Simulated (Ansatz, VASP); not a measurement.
One calculation of CsH, two programs

File POSCAR:

```
CsH
1.0
   -0.2391000000      3.1880000000      3.1880000000
    3.1880000000     -0.2391000000      3.1880000000
    2.9489000000      2.9489000000      0.0000000000
Cs H
1 1
Direct
    0.0000000000      0.0000000000      0.0000000000
    0.5000000000      0.5000000000      0.5000000000
```

Contents of INCAR.step1:

```
SYSTEM = CsH
PREC = Accurate ; ENCUT = 520
ISMEAR = 0 ; SIGMA = 0.05
LREAL = .FALSE. ; LASPH = .TRUE.
NELM = 100 ; NBANDS = 12
GGA = PE ; ALGO = Normal
EDIFF = 1E-4 ; LWAVE = .TRUE.
LCHARG = .FALSE.
```

File INCAR.step2:

```
SYSTEM = CsH
PREC = Accurate ; ENCUT = 520
EDIFF = 1E-6 ; ISMEAR = 0
SIGMA = 0.05 ; LREAL = .FALSE.
LASPH = .TRUE. ; NELM = 100
ALGO = Normal ; ISIF = 2
LWAVE = .FALSE. ; LCHARG = .FALSE.
METAGGA = R2SCAN ; LMIXTAU = .TRUE.
NBANDS = 12 ; ISTART = 1
```

File KPOINTS:

```
Automatic mesh
0
G
  6 6 6
  0 0 0
```

Input for Ansatz:

```yaml
crystal:
  lattice:
    - [-0.2391, 3.188, 3.188]
    - [3.188, -0.2391, 3.188]
    - [2.9489, 2.9489, 0.0]
  atoms:
    - { symbol: Cs, position: [0.0, 0.0, 0.0] }
    - { symbol: H, position: [0.5, 0.5, 0.5] }
basis:
  ecutwfc: 500
kpoints:
  mp_grid: { grid: [6, 6, 6] }
hamiltonian:
  xc: r2scan
scf:
  occupations: { method: gaussian, width: 0.05 }
output:
  forces: true
  stress: true
  eigenvalues: true
```

Change from the starting cell: strain -0.1500 x Voigt [0, 0, 0, 0, 0, 1], atoms carried along.

Alike in both runs: task single point; functional r2SCAN; k mesh 6 × 6 × 6; occupations gaussian, width 0.05 eV; no spin polarisation.

|  | VASP | Ansatz |
| --- | --- | --- |
| version | VASP 6.6.1 | Ansatz 0.2.0 |
| potentials or method | VASP PAW PBE potentials, release 64 (Cs_sv, H), cutoff 520 eV | scalar-relativistic, plane waves, PAW |
| valence electrons in the cell | 10 | 10 |

|  | VASP | Ansatz | Ansatz less VASP |
| --- | --- | --- | --- |
| gap on the k mesh at the Fermi level (eV) | 2.62 | 2.64 | +0.020 |
| least direct gap on the mesh (eV) | 2.63 | 2.65 | +0.019 |
| pressure (GPa) | 0.0 | 0.0 | -0.03 |
| traceless stress, the component that is largest in VASP (GPa) | 0.77 | 0.77 | -0.002 |

VASP's potentials were made for PBE, not for r2SCAN. With one functional, cell and mesh, what is left measures potentials, basis and numerics.

Neither program's run includes spin-orbit coupling.
